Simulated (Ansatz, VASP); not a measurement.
## Two plane-wave programs on SnSe2

```xyz
3
Lattice="3.8110 0.0000 0.0000 -1.9055 3.3004 0.0000 0.0000 0.0000 6.1370" Properties=species:S:1:pos:R:3 pbc="T T T"
Sn    0.0000    0.0000    0.0000
Se    0.0000    2.2003    1.5342
Se    1.9055    1.1001    4.6027
```

Alike in both runs: task single point; functional PBEsol; dispersion D3(BJ); k mesh 12 × 12 × 6; occupations gaussian, width 0.05 eV; no spin polarisation.

```csv
,VASP,Ansatz
version,VASP 6.6.1,Ansatz 0.2.0
potentials or method,"VASP PAW PBE potentials, release 64 (Sn_d, Se), cutoff 520 eV","scalar-relativistic, plane waves, PAW"
valence electrons in the cell,26,46
```

|  | VASP | Ansatz | Ansatz less VASP |
| --- | --- | --- | --- |
| gap on the k mesh at the Fermi level (eV) | 0.63 | 0.63 | +0.006 |
| least direct gap on the mesh (eV) | 1.00 | 1.01 | +0.009 |
| pressure (GPa) | 0.3 | 0.2 | -0.13 |
| traceless stress, the component that is largest in VASP (GPa) | 1.09 | 1.08 | -0.003 |
| rms of the force components (eV/Å) | 0.270 | 0.259 | -0.0101 |

VASP's potentials were made for PBE, not for PBEsol. Atom by atom the forces differ by 0.010 eV/Å (rms over components). VASP's potentials hold 26 valence electrons a cell and Ansatz's 46, so a difference there can come from the potentials and not from the codes.
